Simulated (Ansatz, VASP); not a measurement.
**Two plane-wave programs on Ta**

```
Ta
1.0
     3.25285    0.00000    0.00000
     0.00000    3.25285    0.00000
     0.00000    0.00000   22.50570
Ta
5
Direct
  0.00000 0.00000 0.36407
  0.50000 0.50000 0.42654
  0.00000 0.00000 0.50000
  0.50000 0.50000 0.57346
  0.00000 0.00000 0.63593
```

Alike in both runs: functional LDA; k mesh 11 × 11 × 1; occupations fermi-dirac, width 0.05 eV; no spin polarisation.

Ansatz relaxed the structure, and its values are those at the end. VASP's run is a single point on that final structure, the one shown.

|  | VASP | Ansatz |
| --- | --- | --- |
| version | VASP 6.6.1 | Ansatz 0.2.0 |
| potentials or method | VASP PAW LDA potentials, release 64 (Ta_pv) | PAW with Ansatz's default frozen-core files, scalar-relativistic |
| plane-wave cutoff (eV) | 520 | 420 |
| valence electrons in the cell | 55 | 65 |

```csv
,VASP,Ansatz,Ansatz less VASP
rms of the force components (eV/Å),0.021,0.000,-0.0208
```

LDA's correlation is that of Perdew and Zunger in VASP and of Perdew and Wang (1992) in Ansatz. VASP's potentials hold 55 valence electrons a cell and Ansatz's 65, so a difference there can come from the potentials and not from the codes. Ansatz's warnings: stress scf threshold loose.

Spin-orbit coupling is off throughout.
